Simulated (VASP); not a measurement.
# As (P-1) in VASP: notebook

As is run at these levels: PBE, HSE06; tasks: single point.

Everything below comes from runs of VASP 6.6.1. Logs are shortened: lines on timing, memory, paths and dates and some standing lists are left out, and cuts for length are marked.

### 1 The cell of the first run

The typed cell holds 1 atom: a = 2.999 Å, b = 2.598 Å, c = 2.582 Å, α = 78.73°, β = 76.84°, γ = 93.49°.

### 2 Single point, PBE

Input file INCAR:

```
PREC = Accurate ; ENCUT = 520
EDIFF = 1E-6 ; ISMEAR = -1
SIGMA = 0.05 ; LREAL = False
LASPH = True ; NELM = 80
ALGO = Normal ; ISIF = 2
LWAVE = False ; LCHARG = True
GGA = PE ; LELF = True
LVHAR = True ; NBANDS = 8
```

Input file KPOINTS:

```
Automatic mesh
0
Gamma
  7 8 8
```

Input file POSCAR:

```
As
1.0
    2.9794804000     -0.1006165900      0.3237709600
   -0.1006165900      2.5830128800      0.2618843200
    0.3237709600      0.2618843200      2.5485519600
As
1
Direct
    0.5000000000      0.5000000000      0.5000000000
```

Potentials or basis: VASP PAW PBE potentials, release 64 (As).

Command:

```sh
$ cat potpaw_PBE.64/As/POTCAR > POTCAR
$ mpirun -np 1 vasp_std > vasp.out
```

OUTCAR:

```text
PREC = Accurate
   ENCUT = 520
   EDIFF = 1E-6
   ISMEAR = -1
   LREAL = False
   LASPH = True
   NELM = 80
   ISIF = 2
   GGA = PE

 ion  position               nearest neighbor table
   1  0.500  0.500  0.500-

  LATTYP: Found a triclinic cell.
 ALAT       =     5.6561247992
 B/A-ratio  =     0.6800035884
 C/A-ratio  =     0.9385301920
 COS(alpha) =     0.0061830983
 COS(beta)  =     0.5422128882
 COS(gamma) =     0.8271459042

  Lattice vectors:

 A1 = (   2.4544762600,   4.8035248500,  -1.7010123600)
 A2 = (   2.8788638100,   2.4823962900,   0.5856552800)
 A3 = (  -0.7481585100,   2.0592442400,  -4.8352196000)

Analysis of symmetry for initial positions (statically):
=====================================================================
 Subroutine PRICEL returns:
 Original cell was already a primitive cell.

 Routine SETGRP: Setting up the symmetry group for a
 triclinic supercell.

 Subroutine GETGRP returns: Found  2 space group operations
 (whereof  2 operations were pure point group operations)
 out of a pool of  2 trial point group operations.

The static configuration has the point symmetry S_2 .

Analysis of symmetry for dynamics (positions and initial velocities):
=====================================================================
 Subroutine PRICEL returns:
 Original cell was already a primitive cell.

 Routine SETGRP: Setting up the symmetry group for a
 triclinic supercell.

 Subroutine GETGRP returns: Found  2 space group operations
 (whereof  2 operations were pure point group operations)
 out of a pool of  2 trial point group operations.

The dynamic configuration has the point symmetry S_2 .

 Subroutine INISYM returns: Found  2 space group operations
 (whereof  2 operations are pure point group operations),
 and found     1 'primitive' translations

----------------------------------------------------------------------------------------

                                     Primitive cell

  volume of cell :      19.0958

  direct lattice vectors                    reciprocal lattice vectors
     2.979480400 -0.100616590  0.323770960     0.341141460  0.017868729 -0.045175158
    -0.100616590  2.583012880  0.261884320     0.017868729  0.392156622 -0.042567327
     0.323770960  0.261884320  2.548551960    -0.045175158 -0.042567327  0.402492920

  length of vectors
     2.998708853  2.598203732  2.582349342     0.344583201  0.394864642  0.407250934

  position of ions in fractional coordinates (direct lattice)
     0.500000000  0.500000000  0.500000000

  ion indices of the primitive-cell ions
   primitive index   ion index
                 1           1

----------------------------------------------------------------------------------------

 KPOINTS: Automatic mesh

Automatic generation of k-mesh.
 Grid dimensions read from file:
 generate k-points for:    7    8    8

 Generating k-lattice:

  Cartesian coordinates                     Fractional coordinates (reciprocal lattice)
     0.048734494  0.002552676 -0.006453594     0.142857143  0.000000000  0.000000000
     0.002233591  0.049019578 -0.005320916     0.000000000  0.125000000  0.000000000
    -0.005646895 -0.005320916  0.050311615     0.000000000  0.000000000  0.125000000

  Length of vectors
     0.049226172  0.049358080  0.050906367

  Shift w.r.t. Gamma in fractional coordinates (k-lattice)
     0.000000000  0.000000000  0.000000000

 Subroutine IBZKPT returns following result:
 ===========================================

 Found    226 irreducible k-points:

 Following reciprocal coordinates:
            Coordinates               Weight
  0.000000  0.000000  0.000000      1.000000
  0.142857  0.000000  0.000000      2.000000
  0.285714  0.000000  0.000000      2.000000
  0.428571 -0.000000 -0.000000      2.000000
 -0.000000  0.125000  0.000000      2.000000
  0.142857  0.125000  0.000000      2.000000
[... 16 lines left out ...]
 -0.428571  0.375000 -0.000000      2.000000
 -0.285714  0.375000 -0.000000      2.000000
 [... further k-points ...]
   k-points           NKPTS =    226   k-points in BZ     NKDIM =    226   number of bands    NBANDS=      8
   number of dos      NEDOS =    301   number of ions     NIONS =      1
   total plane-waves  NPLWV =   9600
   dimension x,y,z NGX =    24 NGY =   20 NGZ =   20
   dimension x,y,z NGXF=    48 NGYF=   40 NGZF=   40
   ions per type =               1
   NGX,Y,Z   is equivalent  to a cutoff of  13.31, 12.80, 12.88 a.u.
   NGXF,Y,Z  is equivalent  to a cutoff of  26.61, 25.59, 25.75 a.u.
 SYSTEM =  unknown system
   PREC   = accura    normal or accurate (medium, high low for compatibility)
   ISTART =      0    job   : 0-new  1-cont  2-samecut
   ICHARG =      2    charge: 1-file 2-atom 10-const
   ISPIN  =      1    spin polarized calculation?
   LNONCOLLINEAR =      F non collinear calculations
   LSORBIT =      F    spin-orbit coupling
   LASPH  =      T    aspherical Exc in radial PAW
   ENCUT  =  520.0 eV  38.22 Ry    6.18 a.u.   5.58  4.83  4.80*2*pi/ulx,y,z
   NELM   =     80;   NELMIN=  2; NELMDL= -5     # of ELM steps
   EDIFF  = 0.1E-05   stopping-criterion for ELM
   LREAL  =      F    real-space projection
   EDIFFG = 0.1E-04   stopping-criterion for IOM
   NSW    =      0    number of steps for IOM
   IBRION =     -1    ionic relax: 0-MD 1-quasi-New 2-CG
   NFREE  =      0    steps in history (QN), initial steepest desc. (CG)
   ISIF   =      2    stress and relaxation
   ISYM   =      2    0-nonsym 1-usesym 2-fastsym
   POTIM  = 0.5000    time-step for ionic-motion
   TEBEG  =    0.0;   TEEND  =   0.0 temperature during run
   PSTRESS=    0.0 pullay stress
   NELECT =       5.0000    total number of electrons
   NUPDOWN=      -1.0000    fix difference up-down
   EMIN   =  10.00;   EMAX   =-10.00  energy-range for DOS
   EFERMI =   0.00;   METHOD = LEGACY
   ISMEAR =    -1;   SIGMA  =   0.05  broadening in eV -4-tet -1-fermi 0-gaus
   EFERMI_NEDOS =   21; number of points for ismear=-14 and -15
   IALGO  =     38    algorithm
   IMIX   =      4    mixing-type and parameters
     AMIX     =   0.40;   BMIX     =  1.00
     AMIX_MAG =   1.60;   BMIX_MAG =  1.00
  volume/ion in A,a.u.               =      19.10       128.86
  Fermi-wavevector in a.u.,A,eV,Ry     =   1.047335  1.979177 14.924385  1.096911
  Thomas-Fermi vector in A             =   2.182211
   LORBIT       =      0    0 simple, 1 ext, 2 COOP (PROOUT), +10 PAW based schemes
   GGA     = PE    functional components
   LHFCALC =     F    Hartree Fock is set to
   AEXX    =    0.0000 exact exchange contribution
   IVDW    =     0    specifies the selected vdW correction
   LEPSILON=     F    determine dielectric tensor
   LRPA    =     F    only Hartree local field effects (RPA)
 non-spin polarized calculation
  energy-cutoff  :      520.00
  volume of cell :       19.10
 maximum number of plane-waves:       524
   NGX = 11   NGY =  9   NGZ =  9

 number of electron       5.0000000 magnetization

 Free energy of the ion-electron system (eV)
  ---------------------------------------------------
  ext. energy  EPLUGINS =         0.00000000
  ---------------------------------------------------
  free energy    TOTEN  =        -4.25816369 eV

  energy without entropy =       -4.25340072  energy(sigma->0) =       -4.25578221

 E-fermi :   6.1024     XC(G=0): -10.6256

 val. band max:        6.0980194466   @ k =   0.4286   0.0000   0.2500
 cond. band min:       6.1098579098   @ k =  -0.1429   0.2500   0.1250
 fundamental gap:      0.0118384632
 Fermi energy:         6.1024241941

 k-point     1 :       0.0000    0.0000    0.0000
  band No.  band energies     occupation
      1      -9.0486      2.00000
      2       7.7715      0.00000
      3      12.1480      0.00000
      4      12.9949      0.00000
      5      13.6266      0.00000
      6      16.8058      0.00000
      7      19.5131      0.00000
      8      26.1433      0.00000

 k-point     2 :       0.1429    0.0000    0.0000
  band No.  band energies     occupation
      1      -8.7668      2.00000
      2       5.2556      2.00000
      3      12.2109      0.00000
      4      13.5689      0.00000
      5      16.1120      0.00000
      6      17.0302      0.00000
      7      19.9078      0.00000
      8      24.0375      0.00000

 k-point     3 :       0.2857    0.0000    0.0000
  band No.  band energies     occupation
      1      -7.9975      2.00000
      2       1.9327      2.00000
      3      12.4158      0.00000
      4      13.6308      0.00000
      5      17.3285      0.00000
      6      19.5251      0.00000
      7      21.6705      0.00000
      8      24.0361      0.00000

 k-point     4 :       0.4286   -0.0000   -0.0000
  band No.  band energies     occupation
      1      -7.1290      2.00000
      2      -0.2961      2.00000
      3      12.5402      0.00000
      4      13.8603      0.00000
      5      17.2508      0.00000
      6      19.7956      0.00000
      7      23.2628      0.00000
      8      24.8827      0.00000

 k-point     5 :      -0.0000    0.1250    0.0000
  band No.  band energies     occupation
      1      -8.7049      2.00000
      2       7.9941      0.00000
      3       9.0677      0.00000
      4      13.3803      0.00000
      5      13.4248      0.00000
      6      18.8967      0.00000
      7      21.4175      0.00000
      8      25.2391      0.00000
[... 177 lines left out ...]
 k-point    22 :       0.4286    0.3750   -0.0000
  band No.  band energies     occupation
      1      -4.1232      2.00000
      2       1.8569      2.00000
      3       2.6580      2.00000
      4      11.3480      0.00000
      5      13.7851      0.00000
      6      20.0200      0.00000
      7      24.1871      0.00000
      8      27.3623      0.00000

 k-point    23 :      -0.4286    0.3750   -0.0000
  band No.  band energies     occupation
      1      -4.4193      2.00000
      2       2.4901      2.00000
      3       3.0334      2.00000
      4      10.3584      0.00000
      5      14.1088      0.00000
      6      19.7056      0.00000
      7      23.5645      0.00000
      8      25.1402      0.00000

 k-point    24 :      -0.2857    0.3750   -0.0000
  band No.  band energies     occupation
      1      -5.3274      2.00000
      2       2.2979      2.00000
      3       5.1690      2.00000
      4      11.6946      0.00000
      5      14.2829      0.00000
      6      19.6480      0.00000
      7      22.6565      0.00000
      8      23.5981      0.00000

 [... further k-points ...]
[... 5 lines left out ...]
  --------------------------------------------------------------------------------------
  -------------------------------------------------------------------------------------
  Total       -0.7443453      1.6370614      1.8821847     -0.1210868     -0.6259606     -0.1407118
  in kB      -62.4522158    137.3530640    157.9194480    -10.1594481    -52.5194750    -11.8060294
  external PRESSURE =      77.6067654 kB  Pullay stress =       0.0000000 kB

 VOLUME and BASIS-vectors are now :
 -----------------------------------------------------------------------------
  energy-cutoff  :      520.00
  volume of cell :       19.10
      direct lattice vectors                 reciprocal lattice vectors
     2.979480400 -0.100616590  0.323770960     0.341141460  0.017868729 -0.045175158
    -0.100616590  2.583012880  0.261884320     0.017868729  0.392156622 -0.042567327
     0.323770960  0.261884320  2.548551960    -0.045175158 -0.042567327  0.402492920

 POSITION                                       TOTAL-FORCE (eV/Angst)
 -----------------------------------------------------------------------------------
      1.60132      1.37214      1.56710         0.000000      0.000000      0.000000
 -----------------------------------------------------------------------------------
    total drift:                               -0.000000     -0.000000     -0.000000

  FREE ENERGIE OF THE ION-ELECTRON SYSTEM (eV)
  ---------------------------------------------------
  free  energy   TOTEN  =        -4.2581636895 eV

  energy  without entropy=       -4.2534007237  energy(sigma->0) =       -4.25578221
```

Wall time 10 s (1 thread of Intel Xeon 6975P-C, shared host); peak memory 0.15 GiB.

What came out:

```yaml
Free_energy: -4.2582 eV
Pressure: 7.8 GPa
```

### 3 Single point, PBE

Input file INCAR:

```
PREC = Accurate
ENCUT = 520
EDIFF = 1E-6
ISMEAR = 0
SIGMA = 0.1
LREAL = F
LASPH = T
NELM = 80
ALGO = Normal
ISIF = 2
LWAVE = F
LCHARG = F
GGA = PE
NBANDS = 8
```

KPOINTS is that of step 2.

POSCAR is that of step 2.

Potentials or basis: VASP PAW PBE potentials, release 64 (As).

Command:

```sh
$ cat potpaw_PBE.64/As/POTCAR > POTCAR
$ mpirun -np 1 vasp_std > vasp.out
```

Wall time 10 s (1 thread of Intel Xeon 6975P-C, shared host); peak memory 0.15 GiB.

Results (log left out):

| Item | Value |
| --- | --- |
| Free energy | -4.2572 eV |
| Pressure | 7.8 GPa |

Stress tensor (GPa, compression positive):
```
-6.27 -1.07 -1.24
-1.07 13.82 -5.27
-1.24 -5.27 15.71
```

Levels at points of the mesh, in eV from the Fermi level:
| k point | band 1 | band 2 | band 3 | band 4 | band 5 | band 6 |
| --- | --- | --- | --- | --- | --- | --- |
| (0.00, 0.00, 0.00) | -15.15 | 1.67 | 6.05 | 6.89 | 7.53 | 10.71 |
| (0.00, 0.50, 0.00) | -11.03 | -7.04 | 4.21 | 8.05 | 9.92 | 12.63 |
| (0.00, 0.00, 0.50) | -10.63 | -6.93 | 2.89 | 7.33 | 7.79 | 12.10 |
| (0.00, 0.50, 0.50) | -7.13 | -5.33 | -1.53 | 4.05 | 5.82 | 12.21 |

### 4 Single point, PBE

Input file INCAR:

```
SYSTEM = As
  ALGO = Normal
  EDIFF = 1E-6
  ENCUT = 520
  GGA = PE
  ISIF = 2
  ISMEAR = 0
  LASPH = .True.
  LCHARG = .False.
  LREAL = .False.
  LWAVE = .False.
  NBANDS = 8
  NELM = 100
  PREC = Accurate
  SIGMA = 0.1
```

Input file KPOINTS:

```
k-points
0
Gamma
  7 8 8
  0 0 0
```

POSCAR is that of step 3.

Command:

```sh
$ cat potpaw_PBE.64/As/POTCAR > POTCAR
$ mpirun -np 1 vasp_std > vasp.out
```

Run time: 9.5 s. Hardware: 1 thread of Intel Xeon 6975P-C, shared host; peak memory 0.15 GiB.

It converged, with:

* Free energy: -4.2572 eV
* Pressure: 7.8 GPa

Stress tensor (GPa, compression positive):
```
-6.27 -1.07 -1.24
-1.07 13.82 -5.27
-1.24 -5.27 15.71
```

Levels at points of the mesh, in eV from the Fermi level:
```
           k point  band 1  band 2  band 3  band 4  band 5  band 6  band 7
(0.00, 0.00, 0.00)  -15.15    1.67    6.05    6.89    7.53   10.71   13.41
(0.00, 0.50, 0.00)  -11.03   -7.04    4.21    8.05    9.92   12.63   13.71
(0.00, 0.00, 0.50)  -10.63   -6.93    2.89    7.33    7.79   12.10   15.80
(0.00, 0.50, 0.50)   -7.13   -5.33   -1.53    4.05    5.82   12.21   13.62
```

### 5 Single point, HSE06

POSCAR is that of step 4.

Input file INCAR.step1:

```
SYSTEM = As
  PREC = Accurate
  ENCUT = 520
  EDIFF = 1E-5
  ISMEAR = 0
  SIGMA = 0.05
  LREAL = .FALSE.
  LASPH = .TRUE.
  NELM = 60
  ALGO = Normal
  ISIF = 2
  LWAVE = .TRUE.
  LCHARG = .FALSE.
  GGA = PE
  NBANDS = 8
```

Input file INCAR.step2:

```
SYSTEM = As
  PREC = Accurate
  ENCUT = 520
  EDIFF = 1E-6
  ISMEAR = 0
  SIGMA = 0.05
  LREAL = .FALSE.
  LASPH = .TRUE.
  NELM = 60
  ALGO = Normal
  ISIF = 2
  LWAVE = .FALSE.
  LCHARG = .FALSE.
  GGA = PE
  LHFCALC = .TRUE.
  HFSCREEN = 0.2079
  PRECFOCK = Normal
  ISTART = 1
  NBANDS = 8
```

Input file KPOINTS:

```
Automatic mesh
0
G
  5 5 6
  0 0 0
```

Potentials or basis: VASP PAW PBE potentials, release 64 (As).

Command:

```sh
$ cat potpaw_PBE.64/As/POTCAR > POTCAR
$ cp INCAR.step1 INCAR
$ mpirun -np 1 vasp_std > vasp.out
$ cp INCAR.step2 INCAR
$ mpirun -np 1 vasp_std > vasp.out
```

OUTCAR:

```text
SYSTEM = As
   PREC = Accurate
   ENCUT = 520
   EDIFF = 1E-6
   ISMEAR = 0
   LREAL = .FALSE.
   LASPH = .TRUE.
   NELM = 60
   ISIF = 2
   GGA = PE
   LHFCALC = .TRUE.
   HFSCREEN = 0.2079
   PRECFOCK = Normal
   ISTART = 1

 ion  position               nearest neighbor table
   1  0.500  0.500  0.500-

  LATTYP: Found a triclinic cell.
 ALAT       =     5.6561247992
 B/A-ratio  =     0.6800035884
 C/A-ratio  =     0.9385301920
 COS(alpha) =     0.0061830983
 COS(beta)  =     0.5422128882
 COS(gamma) =     0.8271459042

[... 448 lines left out ...]
  band No.  band energies     occupation
      1      -7.1787      2.00000
      2       0.9897      2.00000
      3      10.5622      0.00000
      4      11.4094      0.00000
      5      17.1558      0.00000
      6      17.5125      0.00000
      7      19.4815      0.00000
      8      23.7962      0.00000

 [... further k-points ...]
[... 5 lines left out ...]
  --------------------------------------------------------------------------------------
  -------------------------------------------------------------------------------------
  Total       -0.8454681      0.8539326      1.0826088     -0.1988746     -1.1462543     -0.2372936
  in kB      -70.9366377     71.6468263     90.8332694    -16.6860201    -96.1732670    -19.9094558
  external PRESSURE =      30.5144860 kB  Pullay stress =       0.0000000 kB

 VOLUME and BASIS-vectors are now :
 -----------------------------------------------------------------------------
  energy-cutoff  :      520.00
  volume of cell :       19.10
      direct lattice vectors                 reciprocal lattice vectors
     2.979480400 -0.100616590  0.323770960     0.341141460  0.017868729 -0.045175158
    -0.100616590  2.583012880  0.261884320     0.017868729  0.392156622 -0.042567327
     0.323770960  0.261884320  2.548551960    -0.045175158 -0.042567327  0.402492920

 POSITION                                       TOTAL-FORCE (eV/Angst)
 -----------------------------------------------------------------------------------
      1.60132      1.37214      1.56710        -0.000000      0.000000      0.000000
 -----------------------------------------------------------------------------------
    total drift:                               -0.000000     -0.000001      0.000002

  FREE ENERGIE OF THE ION-ELECTRON SYSTEM (eV)
  ---------------------------------------------------
  free  energy   TOTEN  =        -5.1567185877 eV

  energy  without entropy=       -5.1567173229  energy(sigma->0) =       -5.15671796
```

OUTCAR.step1:

```text
SYSTEM = As
   PREC = Accurate
   ENCUT = 520
   EDIFF = 1E-5
   ISMEAR = 0
   LREAL = .FALSE.
   LASPH = .TRUE.
   NELM = 60
[... 486 lines left out ...]
 -----------------------------------------------------------------------------------
      1.60132      1.37214      1.56710         0.000000     -0.000000      0.000000
 -----------------------------------------------------------------------------------
    total drift:                               -0.000000     -0.000000     -0.000000

  FREE ENERGIE OF THE ION-ELECTRON SYSTEM (eV)
  ---------------------------------------------------
  free  energy   TOTEN  =        -4.2868473620 eV

  energy  without entropy=       -4.2866615039  energy(sigma->0) =       -4.28675443
```

OSZICAR.step1:

```text
N       E                     dE             d eps       ncg     rms          rms(c)
DAV:   1     0.732288538535E+01    0.73229E+01   -0.21433E+03  1248   0.464E+02
DAV:   2    -0.416700796759E+01   -0.11490E+02   -0.11365E+02  1632   0.576E+01
DAV:   3    -0.428693406664E+01   -0.11993E+00   -0.11992E+00  1360   0.826E+00
DAV:   4    -0.428705313281E+01   -0.11907E-03   -0.11907E-03  2032   0.291E-01
DAV:   5    -0.428705316376E+01   -0.30956E-07   -0.31582E-07  1376   0.247E-03    0.226E+00
DAV:   6    -0.428670320279E+01    0.34996E-03   -0.11017E-03  1656   0.208E-01    0.134E+00
DAV:   7    -0.428681845440E+01   -0.11525E-03   -0.25471E-03  1472   0.318E-01    0.536E-02
DAV:   8    -0.428684650538E+01   -0.28051E-04   -0.75409E-05  1640   0.644E-02    0.491E-03
DAV:   9    -0.428684736196E+01   -0.85658E-06   -0.84037E-07   848   0.752E-03
   1 F= -.42868474E+01 E0= -.42867544E+01  d E =-.185858E-03
```

Run time: 6.8 min. Hardware: 1 thread of Intel Xeon 6975P-C, shared host; peak memory 0.23 GiB.

What came out:

```
Free energy : -5.1567 eV
Pressure    : 3.1 GPa
```

Caveat: the k points lie up to 0.50 Å⁻¹ apart; the PAW data sets were made with another functional, which shifts forces and pressure a little.

### 6 Summary

```tsv
level	k mesh	smearing	grid for exact exchange (PRECFOCK)	screening parameter	gap on the mesh (eV)	pressure (GPa)
PBE	7 × 8 × 8	fermi-dirac 0.05 eV	-	-	none	7.8
PBE	7 × 8 × 8	gaussian 0.1 eV	-	-	none	7.8
HSE06	5 × 5 × 6	gaussian 0.05 eV	Normal	0.2079 1/Å	none	3.1
```

Alike in all rows: task single point; potentials or basis VASP PAW PBE potentials, release 64 (As); no spin polarisation; cell as given; cutoff (eV) 520.

Caveats: some runs use coarse meshes; the PAW data sets were made with another functional, which shifts forces and pressure a little (some runs).

Total energies depend on the potentials used, so only differences within one code and one set of settings carry meaning.
